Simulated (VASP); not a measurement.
**Ti: single point with BLYP**

Crystal: Ti.

```
Ti
1.0
     4.60000    0.00000    0.00000
    -2.30000    3.98372    0.00000
     0.00000    0.00000    2.82000
Ti
3
Direct
  0.00000 0.00000 0.00000
  0.33333 0.66667 0.50000
  0.66667 0.33333 0.50000
```

This isn't the form of Ti at room conditions, which is hcp.

```
Program             : VASP 6.6.1
Task                : single point
Functional          : BLYP
Potentials or basis : VASP PAW PBE potentials, release 64 (Ti_sv)
Cutoff              : 500 eV
k mesh              : 6 × 6 × 8, shifted
Occupations         : fermi-dirac, width 0.15 eV
Spin                : no spin polarisation
```

| Property | Result |
| --- | --- |
| Pressure | 2.4 GPa |
| Largest force | 0.006 eV/Å |
| Band gap on the k mesh | zero (bands 18 and 19 overlap by 0.23 eV) |

Forces in eV/Å, atoms in the order of the input:
```
Ti   0.000  0.000  0.000
Ti   0.005 -0.003  0.000
Ti  -0.005  0.003  0.000
```

Stress tensor (GPa, compression positive):
```
 2.08 -0.02  0.00
-0.02  2.06  0.00
 0.00  0.00  3.06
```

Levels at points of the mesh, in eV from the Fermi level:
```csv
k point,band 16,band 17,band 18,band 19,band 20,band 21
"(0.08, 0.08, 0.06)",-0.96,-0.44,-0.41,0.26,0.71,1.09
```

It took 110 s on 1 thread of Intel(R) Xeon(R) 6975P-C (Granite Rapids), with other jobs on the host, peak memory 0.26 GiB.

Caveat: the PAW data sets were made with another functional, which shifts forces and pressure a little.
